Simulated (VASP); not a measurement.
# Ti (Pm-3m) in VASP: notebook

Runs on Ti. Level: PBE. Tasks: single point.

Program: VASP 6.6.1. These are calculated values, not measurements. Logs are shortened: lines on timing, memory, paths and dates and some standing lists are left out, and cuts for length are marked.

**1. The cell of the first run**

Symmetry: Pm-3m, No. 221, cubic system. Conventional cell: a = 2.535 Å, b = 2.535 Å, c = 2.535 Å, α = 90.00°, β = 90.00°, γ = 90.00°. Ti (site symmetry m-3m) has 6 Ti at 2.53 Å within 3.3 Å.

**2. Single point, PBE (volume scaled by 0.88)**

Input file INCAR:

```
ALGO = Normal
EDIFF = 1E-6
ENCUT = 520
GGA = PE
ISIF = 2
ISMEAR = -1
LASPH = T
LCHARG = T
LELF = T
LREAL = F
LVHAR = T
LWAVE = F
NBANDS = 12
NELM = 100
PREC = Accurate
SIGMA = 0.1
```

Input file KPOINTS:

```
k-points
0
Gamma
  13 13 13
```

Input file POSCAR:

```
Ti
1.0
    2.5346541514      0.0000000000      0.0000000000
    0.0000000000      2.5346541514      0.0000000000
    0.0000000000      0.0000000000      2.5346541514
Ti
1
Direct
    0.0000000000      0.0000000000      0.0000000000
```

Potentials or basis: VASP PAW PBE potentials, release 64 (Ti_sv).

Launch:

```sh
$ cat potpaw_PBE.64/Ti_sv/POTCAR > POTCAR
$ mpirun -np 1 vasp_std > vasp.out
```

OUTCAR:

```text
EDIFF = 1E-6
   ENCUT = 520
   GGA = PE
   ISIF = 2
   ISMEAR = -1
   LASPH = T
   LREAL = F
   NELM = 100
   PREC = Accurate

 ion  position               nearest neighbor table
   1  0.000  0.000  0.000-

  LATTYP: Found a simple cubic cell.
 ALAT       =     2.5346541514

  Lattice vectors:

 A1 = (   2.5346541514,   0.0000000000,   0.0000000000)
 A2 = (   0.0000000000,   2.5346541514,   0.0000000000)
 A3 = (   0.0000000000,   0.0000000000,   2.5346541514)

Analysis of symmetry for initial positions (statically):
=====================================================================
 Subroutine PRICEL returns:
 Original cell was already a primitive cell.

 Routine SETGRP: Setting up the symmetry group for a
 simple cubic supercell.

 Subroutine GETGRP returns: Found 48 space group operations
 (whereof 48 operations were pure point group operations)
 out of a pool of 48 trial point group operations.

The static configuration has the point symmetry O_h .

Analysis of symmetry for dynamics (positions and initial velocities):
=====================================================================
 Subroutine PRICEL returns:
 Original cell was already a primitive cell.

 Routine SETGRP: Setting up the symmetry group for a
 simple cubic supercell.

 Subroutine GETGRP returns: Found 48 space group operations
 (whereof 48 operations were pure point group operations)
 out of a pool of 48 trial point group operations.

The dynamic configuration has the point symmetry O_h .

 Subroutine INISYM returns: Found 48 space group operations
 (whereof 48 operations are pure point group operations),
 and found     1 'primitive' translations

----------------------------------------------------------------------------------------

                                     Primitive cell

  volume of cell :      16.2838

  direct lattice vectors                    reciprocal lattice vectors
     2.534654151  0.000000000  0.000000000     0.394531143  0.000000000  0.000000000
     0.000000000  2.534654151  0.000000000     0.000000000  0.394531143  0.000000000
     0.000000000  0.000000000  2.534654151     0.000000000  0.000000000  0.394531143

  length of vectors
     2.534654151  2.534654151  2.534654151     0.394531143  0.394531143  0.394531143

  position of ions in fractional coordinates (direct lattice)
     0.000000000  0.000000000  0.000000000

  ion indices of the primitive-cell ions
   primitive index   ion index
                 1           1

----------------------------------------------------------------------------------------

 KPOINTS: k-points

Automatic generation of k-mesh.
 Grid dimensions read from file:
 generate k-points for:   13   13   13

 Generating k-lattice:

  Cartesian coordinates                     Fractional coordinates (reciprocal lattice)
     0.030348549  0.000000000  0.000000000     0.076923077  0.000000000  0.000000000
     0.000000000  0.030348549  0.000000000     0.000000000  0.076923077  0.000000000
     0.000000000  0.000000000  0.030348549     0.000000000  0.000000000  0.076923077

  Length of vectors
     0.030348549  0.030348549  0.030348549

  Shift w.r.t. Gamma in fractional coordinates (k-lattice)
     0.000000000  0.000000000  0.000000000

 Subroutine IBZKPT returns following result:
 ===========================================

 Found     84 irreducible k-points:

 Following reciprocal coordinates:
            Coordinates               Weight
  0.000000  0.000000  0.000000      1.000000
  0.076923  0.000000  0.000000      6.000000
  0.153846  0.000000  0.000000      6.000000
  0.230769  0.000000  0.000000      6.000000
  0.307692  0.000000  0.000000      6.000000
  0.384615  0.000000  0.000000      6.000000
[... 16 lines left out ...]
  0.307692  0.307692  0.000000     12.000000
  0.384615  0.307692  0.000000     24.000000
 [... further k-points ...]
   k-points           NKPTS =     84   k-points in BZ     NKDIM =     84   number of bands    NBANDS=     12
   number of dos      NEDOS =    301   number of ions     NIONS =      1
   total plane-waves  NPLWV =   8000
   dimension x,y,z NGX =    20 NGY =   20 NGZ =   20
   dimension x,y,z NGXF=    40 NGYF=   40 NGZF=   40
   ions per type =               1
   NGX,Y,Z   is equivalent  to a cutoff of  13.12, 13.12, 13.12 a.u.
   NGXF,Y,Z  is equivalent  to a cutoff of  26.24, 26.24, 26.24 a.u.
 SYSTEM =  unknown system
   PREC   = accura    normal or accurate (medium, high low for compatibility)
   ISTART =      0    job   : 0-new  1-cont  2-samecut
   ICHARG =      2    charge: 1-file 2-atom 10-const
   ISPIN  =      1    spin polarized calculation?
   LNONCOLLINEAR =      F non collinear calculations
   LSORBIT =      F    spin-orbit coupling
   LASPH  =      T    aspherical Exc in radial PAW
   ENCUT  =  520.0 eV  38.22 Ry    6.18 a.u.   4.71  4.71  4.71*2*pi/ulx,y,z
   NELM   =    100;   NELMIN=  2; NELMDL= -5     # of ELM steps
   EDIFF  = 0.1E-05   stopping-criterion for ELM
   LREAL  =      F    real-space projection
   EDIFFG = 0.1E-04   stopping-criterion for IOM
   NSW    =      0    number of steps for IOM
   IBRION =     -1    ionic relax: 0-MD 1-quasi-New 2-CG
   NFREE  =      0    steps in history (QN), initial steepest desc. (CG)
   ISIF   =      2    stress and relaxation
   ISYM   =      2    0-nonsym 1-usesym 2-fastsym
   POTIM  = 0.5000    time-step for ionic-motion
   TEBEG  =    0.0;   TEEND  =   0.0 temperature during run
   PSTRESS=    0.0 pullay stress
   NELECT =      12.0000    total number of electrons
   NUPDOWN=      -1.0000    fix difference up-down
   EMIN   =  10.00;   EMAX   =-10.00  energy-range for DOS
   EFERMI =   0.00;   METHOD = LEGACY
   ISMEAR =    -1;   SIGMA  =   0.10  broadening in eV -4-tet -1-fermi 0-gaus
   EFERMI_NEDOS =   21; number of points for ismear=-14 and -15
   IALGO  =     38    algorithm
   IMIX   =      4    mixing-type and parameters
     AMIX     =   0.40;   BMIX     =  1.00
     AMIX_MAG =   1.60;   BMIX_MAG =  1.00
  volume/ion in A,a.u.               =      16.28       109.89
  Fermi-wavevector in a.u.,A,eV,Ry     =   1.478711  2.794358 29.750298  2.186585
  Thomas-Fermi vector in A             =   2.592958
   LORBIT       =      0    0 simple, 1 ext, 2 COOP (PROOUT), +10 PAW based schemes
   GGA     = PE    functional components
   LHFCALC =     F    Hartree Fock is set to
   AEXX    =    0.0000 exact exchange contribution
   IVDW    =     0    specifies the selected vdW correction
   LEPSILON=     F    determine dielectric tensor
   LRPA    =     F    only Hartree local field effects (RPA)
 non-spin polarized calculation
  energy-cutoff  :      520.00
  volume of cell :       16.28
 maximum number of plane-waves:       461
 NGX is ok and might be reduce to    20
   NGX =  9   NGY =  9   NGZ =  9

 number of electron      12.0000007 magnetization

 Free energy of the ion-electron system (eV)
  ---------------------------------------------------
  ext. energy  EPLUGINS =         0.00000000
  ---------------------------------------------------
  free energy    TOTEN  =        -6.96002282 eV

  energy without entropy =       -6.89112548  energy(sigma->0) =       -6.92557415

 E-fermi :   8.8505     XC(G=0): -11.6963

 val. band max:        8.8269806139   @ k =   0.3077   0.0769   0.0000
 cond. band min:       8.8506180077   @ k =   0.3077   0.0769   0.0769
 fundamental gap:      0.0236373938
 Fermi energy:         8.8505121664

 k-point     1 :       0.0000    0.0000    0.0000
  band No.  band energies     occupation
      1     -47.6169      2.00000
      2     -23.2031      2.00000
      3     -23.2031      2.00000
      4     -23.2031      2.00000
      5       2.8731      2.00000
      6       7.2839      2.00000
      7       7.2839      2.00000
      8      13.3024      0.00000
      9      13.3024      0.00000
     10      13.3024      0.00000
     11      25.8991      0.00000
     12      25.8991      0.00000

 k-point     2 :       0.0769    0.0000    0.0000
  band No.  band energies     occupation
      1     -47.6060      2.00000
      2     -23.2773      2.00000
      3     -23.1968      2.00000
      4     -23.1968      2.00000
      5       3.0441      2.00000
      6       7.3273      2.00000
      7       7.4197      2.00000
      8      13.1481      0.00000
      9      13.1481      0.00000
     10      13.3138      0.00000
     11      24.6924      0.00000
     12      26.1755      0.00000

 k-point     3 :       0.1538    0.0000    0.0000
  band No.  band energies     occupation
      1     -47.5758      2.00000
      2     -23.4802      2.00000
      3     -23.1792      2.00000
      4     -23.1792      2.00000
      5       3.5311      2.00000
      6       7.4499      2.00000
      7       7.7991      1.99995
      8      12.7445      0.00000
      9      12.7445      0.00000
     10      13.3454      0.00000
     11      22.5371      0.00000
     12      26.9476      0.00000

 k-point     4 :       0.2308    0.0000    0.0000
  band No.  band energies     occupation
      1     -47.5329      2.00000
      2     -23.7594      2.00000
      3     -23.1544      2.00000
      4     -23.1544      2.00000
      5       4.2670      2.00000
      6       7.6291      1.99999
      7       8.3243      1.98969
      8      12.2251      0.00000
      9      12.2251      0.00000
     10      13.3903      0.00000
     11      20.4646      0.00000
     12      28.0888      0.00000

 k-point     5 :       0.3077    0.0000    0.0000
  band No.  band energies     occupation
      1     -47.4868      2.00000
      2     -24.0479      2.00000
      3     -23.1278      2.00000
      4     -23.1278      2.00000
      5       5.1634      2.00000
      6       7.8283      1.99993
      7       8.8015      1.24038
      8      11.7230      0.00000
      9      11.7230      0.00000
     10      13.4384      0.00000
     11      18.7960      0.00000
     12      27.6230      0.00000

 k-point     6 :       0.3846    0.0000    0.0000
  band No.  band energies     occupation
      1     -47.4483      2.00000
      2     -24.2813      2.00000
      3     -23.1057      2.00000
      4     -23.1057      2.00000
      5       6.1059      2.00000
      6       8.0011      1.99959
      7       8.9821      0.42305
      8      11.3374      0.00000
      9      11.3374      0.00000
     10      13.4786      0.00000
     11      17.7145      0.00000
     12      26.8207      0.00000

 k-point     7 :       0.4615    0.0000    0.0000
  band No.  band energies     occupation
      1     -47.4263      2.00000
      2     -24.4110      2.00000
      3     -23.0932      2.00000
      4     -23.0932      2.00000
      5       6.8558      2.00000
      6       8.1022      1.99888
      7       8.8266      1.11877
      8      11.1301      0.00000
      9      11.1301      0.00000
     10      13.5015      0.00000
     11      17.2419      0.00000
     12      26.3859      0.00000

 k-point     8 :       0.0769    0.0769    0.0000
  band No.  band energies     occupation
      1     -47.5952      2.00000
      2     -23.2758      2.00000
      3     -23.2656      2.00000
      4     -23.1905      2.00000
      5       3.2132      2.00000
      6       7.4159      2.00000
      7       7.5111      2.00000
      8      12.9869      0.00000
      9      13.1270      0.00000
     10      13.1954      0.00000
     11      24.9033      0.00000
     12      24.9418      0.00000
[... 166 lines left out ...]
 k-point    20 :       0.3077    0.2308    0.0000
  band No.  band energies     occupation
      1     -47.4057      2.00000
      2     -23.9749      2.00000
      3     -23.6562      2.00000
      4     -23.0813      2.00000
      5       6.0338      2.00000
      6       8.1872      1.99737
      7       9.6795      0.00050
      8      11.3048      0.00000
      9      11.8889      0.00000
     10      12.4974      0.00000
     11      19.5771      0.00000
     12      23.1385      0.00000

 k-point    21 :       0.3846    0.2308    0.0000
  band No.  band energies     occupation
      1     -47.3680      2.00000
      2     -24.2009      2.00000
      3     -23.6272      2.00000
      4     -23.0599      2.00000
      5       6.5981      2.00000
      6       8.1224      1.99862
      7       9.7416      0.00027
      8      11.5353      0.00000
      9      12.0091      0.00000
     10      12.5552      0.00000
     11      18.0797      0.00000
     12      23.9427      0.00000

 k-point    22 :       0.4615    0.2308    0.0000
  band No.  band energies     occupation
      1     -47.3466      2.00000
      2     -24.3267      2.00000
      3     -23.6105      2.00000
      4     -23.0477      2.00000
      5       6.9691      2.00000
      6       8.0100      1.99955
      7       9.7138      0.00036
      8      11.3409      0.00000
      9      12.5918      0.00000
     10      12.6981      0.00000
     11      17.1082      0.00000
     12      24.5864      0.00000

 k-point    23 :       0.3077    0.3077    0.0000
  band No.  band energies     occupation
      1     -47.3613      2.00000
      2     -23.9521      2.00000
      3     -23.9139      2.00000
      4     -23.0560      2.00000
      5       6.3100      2.00000
      6       8.1595      1.99801
      7      10.5641      0.00000
      8      11.4714      0.00000
      9      11.9122      0.00000
     10      12.1151      0.00000
     11      19.1854      0.00000
     12      22.3404      0.00000

 k-point    24 :       0.3846    0.3077    0.0000
  band No.  band energies     occupation
      1     -47.3241      2.00000
      2     -24.1570      2.00000
      3     -23.8984      2.00000
      4     -23.0349      2.00000
      5       6.3930      2.00000
      6       8.2217      1.99629
      7      10.9589      0.00000
      8      11.6437      0.00000
      9      12.1109      0.00000
     10      12.3785      0.00000
     11      17.9868      0.00000
     12      22.6617      0.00000

 [... further k-points ...]
[... 5 lines left out ...]
  --------------------------------------------------------------------------------------
  -------------------------------------------------------------------------------------
  Total        1.2360048      1.2360048      1.2360048      0.0000000      0.0000000     -0.0000000
  in kB      121.6114957    121.6114957    121.6114957      0.0000000      0.0000000     -0.0000000
  external PRESSURE =     121.6114957 kB  Pullay stress =       0.0000000 kB

 VOLUME and BASIS-vectors are now :
 -----------------------------------------------------------------------------
  energy-cutoff  :      520.00
  volume of cell :       16.28
      direct lattice vectors                 reciprocal lattice vectors
     2.534654151  0.000000000  0.000000000     0.394531143  0.000000000  0.000000000
     0.000000000  2.534654151  0.000000000     0.000000000  0.394531143  0.000000000
     0.000000000  0.000000000  2.534654151     0.000000000  0.000000000  0.394531143

 POSITION                                       TOTAL-FORCE (eV/Angst)
 -----------------------------------------------------------------------------------
      0.00000      0.00000      0.00000         0.000000      0.000000      0.000000
 -----------------------------------------------------------------------------------
    total drift:                                0.000000      0.000000      0.000000

  FREE ENERGIE OF THE ION-ELECTRON SYSTEM (eV)
  ---------------------------------------------------
  free  energy   TOTEN  =        -6.9600228168 eV

  energy  without entropy=       -6.8911254818  energy(sigma->0) =       -6.92557415
```

It took 8.1 s on 1 thread of Intel Xeon Platinum 8488C (Sapphire Rapids), shared host; peak memory 0.13 GiB.

What came out:

* Free energy: -6.9600 eV
* Pressure: 12.2 GPa
* Band gap on the k mesh: zero (band 6 reaches 9.65 eV, above the bottom of band 7 at 7.28 eV)

**3. Single point, PBE (volume scaled by 0.92)**

Input file INCAR:

```
SYSTEM = Ti
PREC = Accurate
ENCUT = 520
EDIFF = 1E-6
ISMEAR = -1
SIGMA = 0.1
LREAL = .False.
LASPH = .True.
NELM = 80
ALGO = Normal
ISIF = 2
LWAVE = .False.
LCHARG = .False.
GGA = PE
NBANDS = 12
```

Input file KPOINTS:

```
regular mesh
0
Gamma
  13 13 13
  0 0 0
```

Input file POSCAR:

```
Ti
1.0
    2.5724903886      0.0000000000      0.0000000000
    0.0000000000      2.5724903886      0.0000000000
    0.0000000000      0.0000000000      2.5724903886
Ti
1
Direct
    0.0000000000      0.0000000000      0.0000000000
```

Potentials or basis: VASP PAW PBE potentials, release 64 (Ti_sv).

Launch:

```sh
$ cat potpaw_PBE.64/Ti_sv/POTCAR > POTCAR
$ mpirun -np 1 vasp_std > vasp.out
```

Wall time 8 s (1 thread of Intel Xeon Platinum 8488C (Sapphire Rapids), shared host); peak memory 0.13 GiB.

The run converged. Its results:

```yaml
Free_energy: -7.0047 eV
Pressure: 7.3 GPa
Band_gap_on_the_k_mesh: zero (band 6 reaches 9.10 eV, above the bottom of band 7 at 6.90 eV)
```

Levels at points of the mesh, in eV from the Fermi level:
| k point | band 2 | band 3 | band 4 | band 5 | band 6 | band 7 | band 8 | band 9 | band 10 | band 11 |
| --- | --- | --- | --- | --- | --- | --- | --- | --- | --- | --- |
| (0.00, 0.00, 0.00) | -32.17 | -32.17 | -32.17 | -5.89 | -1.46 | -1.46 | 4.25 | 4.25 | 4.25 | 16.54 |
